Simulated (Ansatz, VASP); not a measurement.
# BeZn5Se6: VASP beside Ansatz

```
Be Zn Se
1.0
     3.99268    0.00030    0.00199
     0.00031    3.99249    0.00040
     0.00902    0.00092   16.92547
Be Zn Se
1 5 6
Cartesian
  2.0013 1.9962 8.4640
  0.0076 0.0014 11.1062
  2.0031 1.9978 14.0165
  0.0011 0.0058 -0.0003
  1.9981 1.9855 2.9112
  0.0046 0.0045 5.8192
  2.0031 0.0024 12.5612
  0.0068 2.0015 15.4706
  1.9961 -0.0058 1.4560
  0.0008 1.9977 4.3654
  2.0011 -0.0006 7.2887
  0.0048 1.9969 9.6387
```

Change from the starting cell: cell x1, atoms moved at random (sigma 0.05 Å) and cell strained at random (1.5 %), then relaxed without symmetry.

Alike in both runs: functional PBE; k mesh 4 × 4 × 1; occupations gaussian, width 0.1 eV; no spin polarisation.

Ansatz relaxed the structure, and its values are those at the end. VASP's run is a single point on that final structure, the one shown.

```csv
,VASP,Ansatz
version,VASP 6.6.1,Ansatz 0.2.0
potentials or method,"VASP PAW PBE potentials, release 64 (Be, Zn, Se), cutoff 520 eV","scalar-relativistic, plane waves, PAW"
valence electrons in the cell,98,158
```

```csv
,VASP,Ansatz,Ansatz less VASP
gap on the k mesh at the Fermi level (eV),1.45,1.45,-0.002
least direct gap on the mesh (eV),1.45,1.45,-0.002
pressure (GPa),0.2,0.0,-0.21
rms of the force components (eV/Å),0.006,0.005,-0.0010
```

VASP's potentials hold 98 valence electrons a cell and Ansatz's 158, so a difference there can come from the potentials and not from the codes.
